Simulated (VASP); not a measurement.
# ZnS (rocksalt type) (Fm-3m) in VASP: notebook

Runs on ZnS (rocksalt type). Level: PBEsol. Tasks: single point.

All numbers are computed with VASP 6.6.1; they aren't measurements. Logs are shortened: lines on timing, memory, paths and dates and some standing lists are left out, and cuts for length are marked.

**1. The cell of the first run**

The structure is cubic, space group Fm-3m (No. 225). Conventional cell: a = 4.111 Å, b = 4.111 Å, c = 4.111 Å, α = 90.00°, β = 90.00°, γ = 90.00°. Within 2.7 Å of Zn (site symmetry m-3m) lie 6 S at 2.06 Å. Within 2.7 Å of S (site symmetry m-3m) lie 6 Zn at 2.06 Å.

**2. Single point, PBEsol (8.69 Å³/atom)**

Contents of INCAR:

```
PREC     = Accurate       # precision mode
ENCUT    = 500            # plane-wave cutoff, eV
EDIFF    = 1E-6           # SCF threshold, eV
ISMEAR   = -1             # smearing method
SIGMA    = 0.05           # smearing width, eV
LREAL    = F              # projectors in reciprocal space
LASPH    = T              # aspherical terms in the spheres
NELM     = 120            # most SCF steps
ALGO     = Normal         # electronic algorithm
ISIF     = 2              # what is computed and relaxed
LWAVE    = F              # write WAVECAR
LCHARG   = F              # write CHGCAR
GGA      = PS             # functional
NBANDS   = 16             # bands
GGA_COMPAT= F
```

Contents of KPOINTS:

```
regular mesh
0
Gamma
  16 16 16
```

Contents of POSCAR:

```
ZnS
1.0
    0.0000000000      2.0556995568      2.0556995568
    2.0556995568      0.0000000000      2.0556995568
    2.0556995568      2.0556995568      0.0000000000
Zn S
1 1
Direct
    0.0000000000      0.0000000000      0.0000000000
    0.5000000000      0.5000000000      0.5000000000
```

Potentials or basis: VASP PAW PBE potentials, release 64 (Zn, S).

Launch:

```console
> cat potpaw_PBE.64/Zn/POTCAR potpaw_PBE.64/S/POTCAR > POTCAR
> mpirun -np 1 vasp_std > vasp.out
```

OUTCAR:

```text
PREC = Accurate
   ENCUT = 500
   EDIFF = 1E-6
   ISMEAR = -1
   LREAL = F
   LASPH = T
   NELM = 120
   ISIF = 2
   GGA = PS

 ion  position               nearest neighbor table
   1  0.000  0.000  0.000-   2 2.06   2 2.06   2 2.06   2 2.06   2 2.06   2 2.06
   2  0.500  0.500  0.500-   1 2.06   1 2.06   1 2.06   1 2.06   1 2.06   1 2.06

  LATTYP: Found a face centered cubic cell.
 ALAT       =     4.1113991136

  Lattice vectors:

 A1 = (   0.0000000000,   2.0556995568,   2.0556995568)
 A2 = (   2.0556995568,   0.0000000000,   2.0556995568)
 A3 = (   2.0556995568,   2.0556995568,   0.0000000000)

Analysis of symmetry for initial positions (statically):
=====================================================================
 Subroutine PRICEL returns:
 Original cell was already a primitive cell.

 Routine SETGRP: Setting up the symmetry group for a
 face centered cubic supercell.

 Subroutine GETGRP returns: Found 48 space group operations
 (whereof 48 operations were pure point group operations)
 out of a pool of 48 trial point group operations.

The static configuration has the point symmetry O_h .

Analysis of symmetry for dynamics (positions and initial velocities):
=====================================================================
 Subroutine PRICEL returns:
 Original cell was already a primitive cell.

 Routine SETGRP: Setting up the symmetry group for a
 face centered cubic supercell.

 Subroutine GETGRP returns: Found 48 space group operations
 (whereof 48 operations were pure point group operations)
 out of a pool of 48 trial point group operations.

The dynamic configuration has the point symmetry O_h .

 Subroutine INISYM returns: Found 48 space group operations
 (whereof 48 operations are pure point group operations),
 and found     1 'primitive' translations

----------------------------------------------------------------------------------------

                                     Primitive cell

  volume of cell :      17.3744

  direct lattice vectors                    reciprocal lattice vectors
     0.000000000  2.055699557  2.055699557    -0.243226204  0.243226204  0.243226204
     2.055699557  0.000000000  2.055699557     0.243226204 -0.243226204  0.243226204
     2.055699557  2.055699557  0.000000000     0.243226204  0.243226204 -0.243226204

  length of vectors
     2.907198193  2.907198193  2.907198193     0.421280143  0.421280143  0.421280143

  position of ions in fractional coordinates (direct lattice)
     0.000000000  0.000000000  0.000000000
     0.500000000  0.500000000  0.500000000

  ion indices of the primitive-cell ions
   primitive index   ion index
                 1           1
                 2           2

----------------------------------------------------------------------------------------

 KPOINTS: regular mesh

Automatic generation of k-mesh.
 Grid dimensions read from file:
 generate k-points for:   16   16   16

 Generating k-lattice:

  Cartesian coordinates                     Fractional coordinates (reciprocal lattice)
    -0.015201638  0.015201638  0.015201638     0.062500000  0.000000000  0.000000000
     0.015201638 -0.015201638  0.015201638     0.000000000  0.062500000  0.000000000
     0.015201638  0.015201638 -0.015201638     0.000000000  0.000000000  0.062500000

  Length of vectors
     0.026330009  0.026330009  0.026330009

  Shift w.r.t. Gamma in fractional coordinates (k-lattice)
     0.000000000  0.000000000  0.000000000

 Subroutine IBZKPT returns following result:
 ===========================================

 Found    145 irreducible k-points:

 Following reciprocal coordinates:
            Coordinates               Weight
  0.000000  0.000000  0.000000      1.000000
  0.062500  0.000000  0.000000      8.000000
  0.125000  0.000000  0.000000      8.000000
  0.187500  0.000000  0.000000      8.000000
  0.250000  0.000000  0.000000      8.000000
  0.312500  0.000000  0.000000      8.000000
[... 16 lines left out ...]
 -0.125000  0.062500  0.000000     24.000000
 -0.062500  0.062500  0.000000     12.000000
 [... further k-points ...]
   k-points           NKPTS =    145   k-points in BZ     NKDIM =    145   number of bands    NBANDS=     16
   number of dos      NEDOS =    301   number of ions     NIONS =      2
   total plane-waves  NPLWV =  13824
   dimension x,y,z NGX =    24 NGY =   24 NGZ =   24
   dimension x,y,z NGXF=    48 NGYF=   48 NGZF=   48
   ions per type =               1   1
   NGX,Y,Z   is equivalent  to a cutoff of  13.72, 13.72, 13.72 a.u.
   NGXF,Y,Z  is equivalent  to a cutoff of  27.45, 27.45, 27.45 a.u.
 SYSTEM =  unknown system
   PREC   = accura    normal or accurate (medium, high low for compatibility)
   ISTART =      0    job   : 0-new  1-cont  2-samecut
   ICHARG =      2    charge: 1-file 2-atom 10-const
   ISPIN  =      1    spin polarized calculation?
   LNONCOLLINEAR =      F non collinear calculations
   LSORBIT =      F    spin-orbit coupling
   LASPH  =      T    aspherical Exc in radial PAW
   ENCUT  =  500.0 eV  36.75 Ry    6.06 a.u.   5.30  5.30  5.30*2*pi/ulx,y,z
   NELM   =    120;   NELMIN=  2; NELMDL= -5     # of ELM steps
   EDIFF  = 0.1E-05   stopping-criterion for ELM
   LREAL  =      F    real-space projection
   EDIFFG = 0.1E-04   stopping-criterion for IOM
   NSW    =      0    number of steps for IOM
   IBRION =     -1    ionic relax: 0-MD 1-quasi-New 2-CG
   NFREE  =      0    steps in history (QN), initial steepest desc. (CG)
   ISIF   =      2    stress and relaxation
   ISYM   =      2    0-nonsym 1-usesym 2-fastsym
   POTIM  = 0.5000    time-step for ionic-motion
   TEBEG  =    0.0;   TEEND  =   0.0 temperature during run
   PSTRESS=    0.0 pullay stress
   NELECT =      18.0000    total number of electrons
   NUPDOWN=      -1.0000    fix difference up-down
   EMIN   =  10.00;   EMAX   =-10.00  energy-range for DOS
   EFERMI =   0.00;   METHOD = LEGACY
   ISMEAR =    -1;   SIGMA  =   0.05  broadening in eV -4-tet -1-fermi 0-gaus
   EFERMI_NEDOS =   21; number of points for ismear=-14 and -15
   IALGO  =     38    algorithm
   IMIX   =      4    mixing-type and parameters
     AMIX     =   0.40;   BMIX     =  1.00
     AMIX_MAG =   1.60;   BMIX_MAG =  1.00
  volume/ion in A,a.u.               =       8.69        58.62
  Fermi-wavevector in a.u.,A,eV,Ry     =   1.656517  3.130364 37.335069  2.744050
  Thomas-Fermi vector in A             =   2.744428
   LORBIT       =      0    0 simple, 1 ext, 2 COOP (PROOUT), +10 PAW based schemes
   GGA     = PS    functional components
   LHFCALC =     F    Hartree Fock is set to
   AEXX    =    0.0000 exact exchange contribution
   IVDW    =     0    specifies the selected vdW correction
   LEPSILON=     F    determine dielectric tensor
   LRPA    =     F    only Hartree local field effects (RPA)
 non-spin polarized calculation
  energy-cutoff  :      500.00
  volume of cell :       17.37
 maximum number of plane-waves:       459
 NGX is ok and might be reduce to    24
   NGX = 11   NGY = 11   NGZ = 11

 number of electron      18.0000014 magnetization

 Free energy of the ion-electron system (eV)
  ---------------------------------------------------
  ext. energy  EPLUGINS =         0.00000000
  ---------------------------------------------------
  free energy    TOTEN  =        -1.17471574 eV

  energy without entropy =       -1.17203892  energy(sigma->0) =       -1.17337733

 E-fermi :  13.5483     XC(G=0): -14.4736

 val. band max:       13.5016129630   @ k =  -0.3125   0.1250   0.0000
 cond. band min:      13.5567121760   @ k =   0.5000   0.0000   0.0000
 fundamental gap:      0.0550992130
 Fermi energy:        13.5483368764

 k-point     1 :       0.0000    0.0000    0.0000
  band No.  band energies     occupation
      1      -8.1864      2.00000
      2       3.3301      2.00000
      3       3.3301      2.00000
      4       3.3301      2.00000
      5       3.3408      2.00000
      6       3.3408      2.00000
[... 8 lines left out ...]
     15      26.9618      0.00000
     16      26.9618      0.00000

 k-point     2 :       0.0625    0.0000    0.0000
  band No.  band energies     occupation
      1      -8.0907      2.00000
      2       3.2884      2.00000
      3       3.2884      2.00000
      4       3.2910      2.00000
      5       3.3604      2.00000
      6       3.3604      2.00000
[... 8 lines left out ...]
     15      25.9552      0.00000
     16      25.9552      0.00000

 k-point     3 :       0.1250    0.0000    0.0000
  band No.  band energies     occupation
      1      -7.8052      2.00000
      2       3.1491      2.00000
      3       3.1491      2.00000
      4       3.1650      2.00000
      5       3.4417      2.00000
      6       3.4417      2.00000
[... 8 lines left out ...]
     15      24.6630      0.00000
     16      27.0131      0.00000

 k-point     4 :       0.1875    0.0000    0.0000
  band No.  band energies     occupation
      1      -7.3354      2.00000
      2       2.9200      2.00000
      3       2.9507      2.00000
      4       2.9507      2.00000
      5       3.5663      2.00000
      6       3.5663      2.00000
[... 8 lines left out ...]
     15      25.0867      0.00000
     16      27.4360      0.00000
[... 324 lines left out ...]
 k-point    22 :      -0.1875    0.0625    0.0000
  band No.  band energies     occupation
      1      -7.0595      2.00000
      2       2.7440      2.00000
      3       2.8067      2.00000
      4       2.9303      2.00000
      5       3.5744      2.00000
      6       3.6821      2.00000
[... 8 lines left out ...]
     15      26.7040      0.00000
     16      28.0627      0.00000

 k-point    23 :      -0.1250    0.0625    0.0000
  band No.  band energies     occupation
      1      -7.5858      2.00000
      2       3.0147      2.00000
      3       3.0485      2.00000
      4       3.1159      2.00000
      5       3.4535      2.00000
      6       3.5380      2.00000
[... 8 lines left out ...]
     15      25.6643      0.00000
     16      27.7980      0.00000

 k-point    24 :      -0.0625    0.0625    0.0000
  band No.  band energies     occupation
      1      -7.9320      2.00000
      2       3.1873      2.00000
      3       3.2233      2.00000
      4       3.2389      2.00000
      5       3.3782      2.00000
      6       3.4268      2.00000
[... 8 lines left out ...]
     15      25.8849      0.00000
     16      26.6498      0.00000

 [... further k-points ...]

------------------------ aborting loop because EDIFF is reached ----------------------------------------

  FORCE on cell =-STRESS in cart. coord.  units (eV):
  Direction    XX          YY          ZZ          XY          YZ          ZX
  --------------------------------------------------------------------------------------
  -------------------------------------------------------------------------------------
  Total       24.5651268     24.5651268     24.5651268      0.0000000      0.0000000     -0.0000000
  in kB     2265.2736354   2265.2736354   2265.2736354      0.0000000      0.0000000     -0.0000000
  external PRESSURE =    2265.2736354 kB  Pullay stress =       0.0000000 kB

 VOLUME and BASIS-vectors are now :
 -----------------------------------------------------------------------------
  energy-cutoff  :      500.00
  volume of cell :       17.37
      direct lattice vectors                 reciprocal lattice vectors
     0.000000000  2.055699557  2.055699557    -0.243226204  0.243226204  0.243226204
     2.055699557  0.000000000  2.055699557     0.243226204 -0.243226204  0.243226204
     2.055699557  2.055699557  0.000000000     0.243226204  0.243226204 -0.243226204

 POSITION                                       TOTAL-FORCE (eV/Angst)
 -----------------------------------------------------------------------------------
      0.00000      0.00000      0.00000        -0.000000     -0.000000      0.000000
      2.05570      2.05570      2.05570         0.000000      0.000000     -0.000000
 -----------------------------------------------------------------------------------
    total drift:                                0.000000     -0.000000     -0.000000

  FREE ENERGIE OF THE ION-ELECTRON SYSTEM (eV)
  ---------------------------------------------------
  free  energy   TOTEN  =        -1.1747157385 eV

  energy  without entropy=       -1.1720389182  energy(sigma->0) =       -1.17337733
```

Run time: 50 s. Hardware: 1 thread of Intel Xeon Platinum 8375C at 2.90GHz (Ice Lake), shared host; peak memory 0.16 GiB.

Results:

* Free energy: -1.1747 eV
* Pressure: 226.5 GPa
* Band gap on the k mesh: zero (bands 9 and 10 overlap by 0.76 eV)

Levels at points of the mesh, in eV from the Fermi level:
| k point | band 7 | band 8 | band 9 | band 10 | band 11 | band 12 |
| --- | --- | --- | --- | --- | --- | --- |
| (0.00, 0.00, 0.00) | -1.89 | -1.89 | -1.89 | 7.99 | 7.99 | 7.99 |
| (0.50, 0.00, 0.00) | -8.34 | 0.01 | 0.01 | 2.94 | 3.66 | 3.66 |
| (0.50, 0.50, 0.00) | -7.41 | -6.39 | -6.39 | -0.67 | 2.80 | 17.54 |

Caveat: the cell stands under pressure; semilocal functionals underestimate gaps, so a narrow gap can read as zero; the PAW data sets were made with another functional, which shifts forces and pressure a little.

**3. Single point, PBEsol (8.69 Å³/atom)**

Contents of INCAR:

```
SYSTEM = ZnS
PREC     = Accurate       ! precision mode
ENCUT    = 500            ! plane-wave cutoff, eV
EDIFF    = 1E-6           ! SCF threshold, eV
ISMEAR   = -1             ! smearing method
SIGMA    = 0.05           ! smearing width, eV
LREAL    = .FALSE.        ! projectors in reciprocal space
LASPH    = .TRUE.         ! aspherical terms in the spheres
NELM     = 120            ! most SCF steps
ALGO     = Normal         ! electronic algorithm
ISIF     = 2              ! what is computed and relaxed
LWAVE    = .FALSE.        ! write WAVECAR
LCHARG   = .FALSE.        ! write CHGCAR
GGA      = PS             ! functional
NBANDS   = 16             ! bands
GGA_COMPAT= .FALSE.
```

Contents of KPOINTS:

```
regular mesh
0
G
  16 16 16
  0 0 0
```

POSCAR is that of step 2.

Potentials or basis: VASP PAW PBE potentials, release 64 (Zn, S).

Launch:

```console
> cat potpaw_PBE.64/Zn/POTCAR potpaw_PBE.64/S/POTCAR > POTCAR
> mpirun -np 1 vasp_std > vasp.out
```

Wall time 55 s (1 thread of Intel Xeon Platinum 8375C at 2.90GHz (Ice Lake), shared host); peak memory 0.16 GiB.

The run converged. Its results:

* Free energy: -1.1747 eV
* Pressure: 226.5 GPa
* Band gap on the k mesh: zero (bands 9 and 10 overlap by 0.76 eV)

Levels at points of the mesh, in eV from the Fermi level:
| k point | band 5 | band 6 | band 7 | band 8 | band 9 | band 10 | band 11 | band 12 | band 13 | band 14 |
| --- | --- | --- | --- | --- | --- | --- | --- | --- | --- | --- |
| (0.00, 0.00, 0.00) | -10.21 | -10.21 | -1.89 | -1.89 | -1.89 | 7.99 | 7.99 | 7.99 | 8.82 | 11.42 |
| (0.50, 0.00, 0.00) | -9.41 | -9.41 | -8.34 | 0.01 | 0.01 | 2.94 | 3.66 | 3.66 | 13.07 | 15.33 |
| (0.50, 0.50, 0.00) | -9.20 | -9.20 | -7.41 | -6.39 | -6.39 | -0.67 | 2.80 | 17.54 | 17.90 | 17.90 |

Caveat: the cell stands under pressure; semilocal functionals underestimate gaps, so a narrow gap can read as zero; the PAW data sets were made with another functional, which shifts forces and pressure a little.
